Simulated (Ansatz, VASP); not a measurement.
# One calculation of P, two programs

The input POSCAR:

```
P
1.0
    4.2729048574      0.0000000000      0.0000000000
    0.0000000000      4.2729048574      0.0000000000
    0.0000000000      0.0000000000      4.1591000000
P
1
Direct
    0.0000000000      0.0000000000      0.0000000000
```

Contents of INCAR.step1:

```
SYSTEM = P
  PREC = Accurate
  ENCUT = 520
  ISMEAR = 0
  SIGMA = 0.15
  LREAL = .FALSE.
  LASPH = .TRUE.
  NELM = 60
  NBANDS = 8
  GGA = PE
  ALGO = Normal
  EDIFF = 1E-4
  LWAVE = .TRUE.
  LCHARG = .FALSE.
```

File INCAR.step2:

```
SYSTEM = P
  PREC = Accurate
  ENCUT = 520
  EDIFF = 1E-6
  ISMEAR = 0
  SIGMA = 0.15
  LREAL = .FALSE.
  LASPH = .TRUE.
  NELM = 60
  ALGO = Normal
  ISIF = 2
  LWAVE = .FALSE.
  LCHARG = .FALSE.
  METAGGA = R2SCAN
  LMIXTAU = .TRUE.
  NBANDS = 8
  ISTART = 1
```

File KPOINTS:

```
Automatic mesh
0
G
  12 12 12
  0 0 0
```

Input for Ansatz:

```yaml
crystal:
  lattice:
    - [4.2729048574, 0.0, 0.0]
    - [0.0, 4.2729048574, 0.0]
    - [0.0, 0.0, 4.1591]
  atoms:
    - { symbol: P, position: [0.0, 0.0, 0.0] }
basis:
  ecutwfc: 500
kpoints:
  mp_grid: { grid: [12, 12, 12] }
hamiltonian:
  xc: r2scan
scf:
  occupations: { method: gaussian, width: 0.15 }
output:
  forces: true
  stress: true
  eigenvalues: true
  write_density: true
  write_potential: true
  elf: true
  volumetric_format: npy
```

Change from the starting cell: strain +0.000 along x and y, -0.050 along z, atoms carried along.

Alike in both runs: task single point; functional r2SCAN; k mesh 12 × 12 × 12; occupations gaussian, width 0.15 eV; no spin polarisation.

|  | VASP | Ansatz |
| --- | --- | --- |
| version | VASP 6.6.1 | Ansatz 0.2.0 |
| potentials or method | VASP PAW PBE potentials, release 64 (P), cutoff 520 eV | scalar-relativistic, plane waves, PAW |
| valence electrons in the cell | 5 | 5 |

|  | VASP | Ansatz | Ansatz less VASP |
| --- | --- | --- | --- |
| gap on the k mesh at the Fermi level (eV) | none | none | - |
| pressure (GPa) | -4.4 | -4.4 | -0.02 |
| traceless stress, the component that is largest in VASP (GPa) | -0.32 | -0.32 | 0.000 |

VASP's potentials were made for PBE, not for r2SCAN. A gap of «none» marks a metal or a gap that the smearing closes. The functional is the same, so the differences come from potentials, cutoffs and numerics.
